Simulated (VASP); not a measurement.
# GeSe (Pnma) in VASP: relaxation of cell and atoms with PBEsol

Aim: the relaxation of cell and atoms of GeSe with PBEsol.

Program: VASP 6.6.1. These are calculated values, not measurements. Logs are shortened: lines on timing, memory, paths and dates and some standing lists are left out, and cuts for length are marked.

### 1 The cell of the first run

The structure is orthorhombic, space group Pnma (No. 62). Conventional cell: a = 10.833 Å, b = 3.835 Å, c = 4.395 Å, α = 90.00°, β = 90.00°, γ = 90.00°. Within 3.4 Å of Ge (site symmetry m) lie 6 Se at 2.57 to 3.37 Å and 2 Ge at 3.39 Å. Within 3.4 Å of Se (site symmetry m) lie 6 Ge at 2.57 to 3.37 Å.

### 2 Relaxation of cell and atoms, PBEsol

INCAR reads:

```
SYSTEM = GeSe
  PREC = Accurate
  ENCUT = 500
  EDIFF = 1E-7
  ISMEAR = 0
  SIGMA = 0.02
  LREAL = .FALSE.
  LASPH = .TRUE.
  NELM = 120
  ALGO = Normal
  ISIF = 3
  LWAVE = .FALSE.
  LCHARG = .FALSE.
  GGA = PS
  IBRION = 2
  NSW = 100
  EDIFFG = -0.005
  GGA_COMPAT = .FALSE.
  NELMIN = 4
  KPAR = 4
```

KPOINTS reads:

```
regular mesh
0
G
  4 8 6
  0 0 0
```

POSCAR reads:

```
GeSe
1.0
   10.8330000000      0.0000000000      0.0000000000
    0.0000000000      3.8355000000      0.0000000000
    0.0000000000      0.0000000000      4.3954000000
Ge Se
4 4
Direct
    0.3789900000      0.7500000000      0.6113000000
    0.1210100000      0.2500000000      0.1113000000
    0.8789900000      0.7500000000      0.8887000000
    0.6210100000      0.2500000000      0.3887000000
    0.1465000000      0.7500000000      0.4976000000
    0.3535000000      0.2500000000      0.9976000000
    0.6465000000      0.7500000000      0.0024000000
    0.8535000000      0.2500000000      0.5024000000
```

Potentials or basis: VASP PAW PBE potentials, release 64 (Ge_d, Se).

The run is started by

```console
$ cat potpaw_PBE.64/Ge_d/POTCAR potpaw_PBE.64/Se/POTCAR > POTCAR
$ mpirun -np 4 vasp_std > vasp.out
```

OUTCAR:

```text
SYSTEM = GeSe
   PREC = Accurate
   ENCUT = 500
   EDIFF = 1E-7
   ISMEAR = 0
   LREAL = .FALSE.
   LASPH = .TRUE.
   NELM = 120
   ISIF = 3
   GGA = PS
   IBRION = 2
   NSW = 100
   EDIFFG = -0.005
   NELMIN = 4

 ion  position               nearest neighbor table
   1  0.379  0.750  0.611-   5 2.57   6 2.58   6 2.58
   2  0.121  0.250  0.111-   6 2.57   5 2.58   5 2.58
   3  0.879  0.750  0.889-   7 2.57   8 2.58   8 2.58
   4  0.621  0.250  0.389-   8 2.57   7 2.58   7 2.58
   5  0.147  0.750  0.498-   1 2.57   2 2.58   2 2.58
   6  0.353  0.250  0.998-   2 2.57   1 2.58   1 2.58
   7  0.647  0.750  0.002-   3 2.57   4 2.58   4 2.58
   8  0.853  0.250  0.502-   4 2.57   3 2.58   3 2.58

  LATTYP: Found a simple orthorhombic cell.
 ALAT       =     3.8355000000
 B/A-ratio  =     1.1459783601
 C/A-ratio  =     2.8244035980

  Lattice vectors:

 A1 = (   0.0000000000,   3.8355000000,   0.0000000000)
 A2 = (   0.0000000000,   0.0000000000,   4.3954000000)
 A3 = (  10.8330000000,   0.0000000000,   0.0000000000)

Analysis of symmetry for initial positions (statically):
=====================================================================
 Subroutine PRICEL returns:
 Original cell was already a primitive cell.

 Routine SETGRP: Setting up the symmetry group for a
 simple orthorhombic supercell.

 Subroutine GETGRP returns: Found  8 space group operations
 (whereof  2 operations were pure point group operations)
 out of a pool of  8 trial point group operations.

The static configuration has the point symmetry S_2 .
 The point group associated with its full space group is D_2h.

Analysis of symmetry for dynamics (positions and initial velocities):
=====================================================================
 Subroutine PRICEL returns:
 Original cell was already a primitive cell.

 Routine SETGRP: Setting up the symmetry group for a
 simple orthorhombic supercell.

 Subroutine GETGRP returns: Found  8 space group operations
 (whereof  2 operations were pure point group operations)
 out of a pool of  8 trial point group operations.

The dynamic configuration has the point symmetry S_2 .
 The point group associated with its full space group is D_2h.

 Subroutine INISYM returns: Found  8 space group operations
 (whereof  2 operations are pure point group operations),
 and found     1 'primitive' translations

----------------------------------------------------------------------------------------

                                     Primitive cell

  volume of cell :     182.6287

  direct lattice vectors                    reciprocal lattice vectors
    10.833000000  0.000000000  0.000000000     0.092310533  0.000000000  0.000000000
     0.000000000  3.835500000  0.000000000     0.000000000  0.260722200  0.000000000
     0.000000000  0.000000000  4.395400000     0.000000000  0.000000000  0.227510579

  length of vectors
    10.833000000  3.835500000  4.395400000     0.092310533  0.260722200  0.227510579

  position of ions in fractional coordinates (direct lattice)
     0.378990000  0.750000000  0.611300000
     0.121010000  0.250000000  0.111300000
     0.878990000  0.750000000  0.888700000
     0.621010000  0.250000000  0.388700000
     0.146500000  0.750000000  0.497600000
     0.353500000  0.250000000  0.997600000
     0.646500000  0.750000000  0.002400000
     0.853500000  0.250000000  0.502400000

  ion indices of the primitive-cell ions
   primitive index   ion index
                 1           1
                 2           2
                 3           3
                 4           4
                 5           5
                 6           6
                 7           7
                 8           8

----------------------------------------------------------------------------------------

 KPOINTS: regular mesh

Automatic generation of k-mesh.
 Grid dimensions read from file:
 generate k-points for:    4    8    6

 Generating k-lattice:

  Cartesian coordinates                     Fractional coordinates (reciprocal lattice)
     0.023077633  0.000000000  0.000000000     0.250000000  0.000000000  0.000000000
     0.000000000  0.032590275  0.000000000     0.000000000  0.125000000  0.000000000
     0.000000000  0.000000000  0.037918430     0.000000000  0.000000000  0.166666667

  Length of vectors
     0.023077633  0.032590275  0.037918430

  Shift w.r.t. Gamma in fractional coordinates (k-lattice)
     0.000000000  0.000000000  0.000000000

 Subroutine IBZKPT returns following result:
 ===========================================

 Found     60 irreducible k-points:

 Following reciprocal coordinates:
            Coordinates               Weight
  0.000000  0.000000  0.000000      1.000000
  0.250000  0.000000  0.000000      2.000000
  0.500000  0.000000  0.000000      1.000000
  0.000000  0.125000  0.000000      2.000000
  0.250000  0.125000  0.000000      4.000000
  0.500000  0.125000  0.000000      2.000000
[... 16 lines left out ...]
  0.250000  0.250000  0.166667      8.000000
  0.500000  0.250000  0.166667      4.000000
 [... further k-points ...]
   k-points           NKPTS =     60   k-points in BZ     NKDIM =     60   number of bands    NBANDS=     48
   number of dos      NEDOS =    301   number of ions     NIONS =      8
   total plane-waves  NPLWV =  71680
   dimension x,y,z NGX =    80 NGY =   28 NGZ =   32
   dimension x,y,z NGXF=   160 NGYF=   56 NGZF=   64
   ions per type =               4   4
   NGX,Y,Z   is equivalent  to a cutoff of  12.28, 12.14, 12.10 a.u.
   NGXF,Y,Z  is equivalent  to a cutoff of  24.55, 24.27, 24.21 a.u.
 SYSTEM =  GeSe
   PREC   = accura    normal or accurate (medium, high low for compatibility)
   ISTART =      0    job   : 0-new  1-cont  2-samecut
   ICHARG =      2    charge: 1-file 2-atom 10-const
   ISPIN  =      1    spin polarized calculation?
   LNONCOLLINEAR =      F non collinear calculations
   LSORBIT =      F    spin-orbit coupling
   LASPH  =      T    aspherical Exc in radial PAW
   ENCUT  =  500.0 eV  36.75 Ry    6.06 a.u.  19.75  6.99  8.01*2*pi/ulx,y,z
   NELM   =    120;   NELMIN=  4; NELMDL= -5     # of ELM steps
   EDIFF  = 0.1E-06   stopping-criterion for ELM
   LREAL  =      F    real-space projection
   EDIFFG = -.5E-02   stopping-criterion for IOM
   NSW    =    100    number of steps for IOM
   IBRION =      2    ionic relax: 0-MD 1-quasi-New 2-CG
   NFREE  =      1    steps in history (QN), initial steepest desc. (CG)
   ISIF   =      3    stress and relaxation
   ISYM   =      2    0-nonsym 1-usesym 2-fastsym
   POTIM  = 0.5000    time-step for ionic-motion
   TEBEG  =    0.0;   TEEND  =   0.0 temperature during run
   PSTRESS=    0.0 pullay stress
   NELECT =      80.0000    total number of electrons
   NUPDOWN=      -1.0000    fix difference up-down
   EMIN   =  10.00;   EMAX   =-10.00  energy-range for DOS
   EFERMI =   0.00;   METHOD = LEGACY
   ISMEAR =     0;   SIGMA  =   0.02  broadening in eV -4-tet -1-fermi 0-gaus
   EFERMI_NEDOS =   21; number of points for ismear=-14 and -15
   IALGO  =     38    algorithm
   IMIX   =      4    mixing-type and parameters
     AMIX     =   0.40;   BMIX     =  1.00
     AMIX_MAG =   1.60;   BMIX_MAG =  1.00
  volume/ion in A,a.u.               =      22.83       154.05
  Fermi-wavevector in a.u.,A,eV,Ry     =   1.243317  2.349528 21.032383  1.545837
  Thomas-Fermi vector in A             =   2.377633
   LORBIT       =      0    0 simple, 1 ext, 2 COOP (PROOUT), +10 PAW based schemes
   GGA     = PS    functional components
   LHFCALC =     F    Hartree Fock is set to
   AEXX    =    0.0000 exact exchange contribution
   IVDW    =     0    specifies the selected vdW correction
   LEPSILON=     F    determine dielectric tensor
   LRPA    =     F    only Hartree local field effects (RPA)
 conjugate gradient relaxation of ions
 non-spin polarized calculation
 Gauss-broadening in eV      SIGMA  =   0.02
  energy-cutoff  :      500.00
  volume of cell :      182.63
 maximum number of plane-waves:      4674
 NGX is ok and might be reduce to    80
   NGX = 39   NGY = 13   NGZ = 17

--------------------------------------- Ionic step        1  -------------------------------------------

 number of electron      80.0000054 magnetization

 Free energy of the ion-electron system (eV)
  ---------------------------------------------------
  ext. energy  EPLUGINS =         0.00000000
  ---------------------------------------------------
  free energy    TOTEN  =       -36.96659237 eV

  energy without entropy =      -36.96659237  energy(sigma->0) =      -36.96659237

 E-fermi :   4.4077     XC(G=0): -10.1383

 val. band max:        4.3202563421   @ k =   0.0000   0.0000   0.3333
 cond. band min:       4.9218977923   @ k =   0.0000   0.0000   0.0000
 fundamental gap:      0.6016414502
 Fermi energy:         4.4077400082

 k-point     1 :       0.0000    0.0000    0.0000
  band No.  band energies     occupation
      1     -20.1943      2.00000
      2     -20.1914      2.00000
      3     -20.1897      2.00000
      4     -20.1891      2.00000
      5     -20.1882      2.00000
      6     -20.1881      2.00000
[... 1213 lines left out ...]
     47       7.8793      0.00000
     48       7.8793      0.00000

 [... further k-points ...]

------------------------ aborting loop because EDIFF is reached ----------------------------------------

  FORCE on cell =-STRESS in cart. coord.  units (eV):
  Direction    XX          YY          ZZ          XY          YZ          ZX
  --------------------------------------------------------------------------------------
  -------------------------------------------------------------------------------------
  Total       -0.8063198     -0.5691219     -0.8563993      0.0000000      0.0000000      0.0000000
  in kB       -7.0737344     -4.9928293     -7.5130753      0.0000000      0.0000000      0.0000000
  external PRESSURE =      -6.5265463 kB  Pullay stress =       0.0000000 kB
[... 107 lines left out ...]
  FREE ENERGIE OF THE ION-ELECTRON SYSTEM (eV)
  ---------------------------------------------------
  free  energy   TOTEN  =       -36.9764911940 eV

  energy  without entropy=      -36.9764911940  energy(sigma->0) =      -36.97649119

[... ionic steps 4 to 20 ...]

--------------------------------------- Ionic step       21  -------------------------------------------

 number of electron      79.9999986 magnetization

------------------------ aborting loop because EDIFF is reached ----------------------------------------

  FORCE on cell =-STRESS in cart. coord.  units (eV):
  Direction    XX          YY          ZZ          XY          YZ          ZX
  --------------------------------------------------------------------------------------
  -------------------------------------------------------------------------------------
  Total       -0.0136706     -0.0344565      0.0226465      0.0000000     -0.0000000      0.0000000
  in kB       -0.1243916     -0.3135274      0.2060663      0.0000000     -0.0000000      0.0000000
  external PRESSURE =      -0.0772843 kB  Pullay stress =       0.0000000 kB
[... 69 lines left out ...]
  energy  without entropy=      -36.9965932796  energy(sigma->0) =      -36.99659328

--------------------------------------- Ionic step       23  -------------------------------------------

 number of electron      79.9999986 magnetization

 Free energy of the ion-electron system (eV)
  ---------------------------------------------------
  ext. energy  EPLUGINS =         0.00000000
  ---------------------------------------------------
  free energy    TOTEN  =       -36.99659762 eV

  energy without entropy =      -36.99659762  energy(sigma->0) =      -36.99659762

 E-fermi :   4.8658     XC(G=0): -10.3320

 val. band max:        4.7728470011   @ k =   0.0000   0.0000   0.3333
 cond. band min:       5.1355210207   @ k =   0.0000   0.0000   0.0000
 fundamental gap:      0.3626740196
 Fermi energy:         4.8657811702

 k-point     1 :       0.0000    0.0000    0.0000
  band No.  band energies     occupation
      1     -19.8634      2.00000
      2     -19.8598      2.00000
      3     -19.8590      2.00000
      4     -19.8581      2.00000
      5     -19.8575      2.00000
      6     -19.8568      2.00000
[... 1213 lines left out ...]
     47       8.2710      0.00000
     48       8.2710      0.00000

 [... further k-points ...]

------------------------ aborting loop because EDIFF is reached ----------------------------------------

  FORCE on cell =-STRESS in cart. coord.  units (eV):
  Direction    XX          YY          ZZ          XY          YZ          ZX
  --------------------------------------------------------------------------------------
  -------------------------------------------------------------------------------------
  Total       -0.0315006     -0.0245328      0.0259798      0.0000000     -0.0000000      0.0000000
  in kB       -0.2866081     -0.2232112      0.2363773      0.0000000     -0.0000000      0.0000000
  external PRESSURE =      -0.0911473 kB  Pullay stress =       0.0000000 kB
[... 23 lines left out ...]
  FREE ENERGIE OF THE ION-ELECTRON SYSTEM (eV)
  ---------------------------------------------------
  free  energy   TOTEN  =       -36.9965976177 eV

  energy  without entropy=      -36.9965976177  energy(sigma->0) =      -36.99659762

 reached required accuracy - stopping structural energy minimisation
```

It took 30 min on 4 MPI ranks of Oxide Virtual Turin-like, shared host; peak memory 0.51 GiB.

What came out:

- Free energy: -36.9966 eV
- Relaxed volume: 22.01 Å³/atom
- Relaxed cell: a = 10.725 Å, b = 3.858 Å, c = 4.256 Å, α = 90.00°, β = 90.00°, γ = 90.00°
- Space group after relaxing (to 0.1 Å): Pnma (No. 62)
- Energy gained by relaxing: 3.8 meV/atom
- Ionic steps: 23
- Pressure after relaxing: 0.0 GPa
- Largest force after relaxing: 0.004 eV/Å
- Band gap on the k mesh: 0.36 eV (least direct gap 0.75 eV)

Forces on the atoms (eV/Å):
```
Ge  -0.003  0.000  0.000
Ge   0.003  0.000  0.000
Ge  -0.003  0.000  0.000
Ge   0.003  0.000  0.000
Se  -0.004  0.000  0.000
Se   0.004  0.000  0.000
Se  -0.004  0.000  0.000
Se   0.004  0.000  0.000
```

Step by step:
| step | energy change (eV) | largest force (eV/Å) | pressure (GPa) | volume (Å³) |
| --- | --- | --- | --- | --- |
| 1 | 0.0000 | 0.0857 | -0.65 | 182.63 |
| 2 | -0.0087 | 0.1332 | 0.00 | 180.18 |
| 3 | -0.0099 | 0.1602 | 0.34 | 178.95 |
| 4 | -0.0165 | 0.1186 | 0.26 | 178.34 |
| 5 | -0.0261 | 0.0165 | 0.05 | 176.50 |
| 6 | -0.0263 | 0.0266 | 0.05 | 176.20 |
| 7 | -0.0279 | 0.0205 | 0.00 | 176.25 |
| 8 | -0.0292 | 0.0202 | -0.12 | 176.33 |
| 9 | -0.0293 | 0.0218 | 0.11 | 175.75 |
| 10 | -0.0294 | 0.0168 | 0.02 | 175.99 |
| 11 | -0.0295 | 0.0127 | 0.03 | 176.01 |
| 12 | -0.0297 | 0.0087 | 0.01 | 176.05 |
| 13 | -0.0297 | 0.0092 | -0.02 | 176.06 |
| 14 | -0.0298 | 0.0128 | 0.04 | 175.93 |
| 15 | -0.0298 | 0.0138 | 0.06 | 175.91 |
| 16 | -0.0298 | 0.0136 | 0.05 | 175.92 |
| 17 | -0.0298 | 0.0132 | 0.05 | 175.94 |
| 18 | -0.0299 | 0.0127 | 0.03 | 175.99 |
| 19 | -0.0299 | 0.0119 | 0.02 | 176.08 |
| 20 | -0.0300 | 0.0121 | 0.01 | 176.05 |
| 21 | -0.0300 | 0.0067 | -0.01 | 176.08 |
| 22 | -0.0300 | 0.0058 | -0.02 | 176.08 |
| 23 | -0.0300 | 0.0041 | -0.01 | 176.09 |

Final structure:
```cif
data_structure
_symmetry_space_group_name_H-M 'P 1'
_symmetry_Int_Tables_number 1
_cell_length_a 10.7246
_cell_length_b 3.8583
_cell_length_c 4.2557
_cell_angle_alpha 90.000
_cell_angle_beta 90.000
_cell_angle_gamma 90.000
_cell_volume 176.09
loop_
_atom_site_label
_atom_site_type_symbol
_atom_site_fract_x
_atom_site_fract_y
_atom_site_fract_z
_atom_site_occupancy
Ge1 Ge 0.38064 0.75000 0.60577 1
Ge2 Ge 0.11936 0.25000 0.10577 1
Ge3 Ge 0.88064 0.75000 0.89423 1
Ge4 Ge 0.61936 0.25000 0.39423 1
Se1 Se 0.14410 0.75000 0.50675 1
Se2 Se 0.35590 0.25000 0.00675 1
Se3 Se 0.64410 0.75000 0.99325 1
Se4 Se 0.85590 0.25000 0.49325 1
```

Levels at points of the mesh, in eV from the valence-band top:
```tsv
k point	band 37	band 38	band 39	band 40	band 41	band 42	band 43	band 44
(0.00, 0.00, 0.00)	-1.57	-1.32	-0.94	-0.39	0.36	2.63	2.63	2.63
(0.50, 0.00, 0.00)	-1.94	-1.94	-0.56	-0.56	2.21	2.21	2.40	2.40
(0.00, 0.50, 0.00)	-1.37	-1.37	-1.24	-1.24	0.92	0.92	1.10	1.10
(0.50, 0.50, 0.00)	-1.57	-1.57	-1.57	-1.57	1.36	1.36	1.36	1.36
(0.00, 0.00, 0.50)	-1.09	-1.09	-0.50	-0.50	1.04	1.04	1.61	1.61
(0.50, 0.00, 0.50)	-0.66	-0.66	-0.64	-0.64	1.07	1.07	1.70	1.70
(0.00, 0.50, 0.50)	-2.56	-2.56	-1.75	-1.75	2.72	2.72	3.24	3.24
(0.50, 0.50, 0.50)	-1.69	-1.69	-1.69	-1.69	2.32	2.32	2.32	2.32
```

Caveat: the PAW data sets were made with another functional, which shifts forces and pressure a little. A k mesh can miss the band edges.
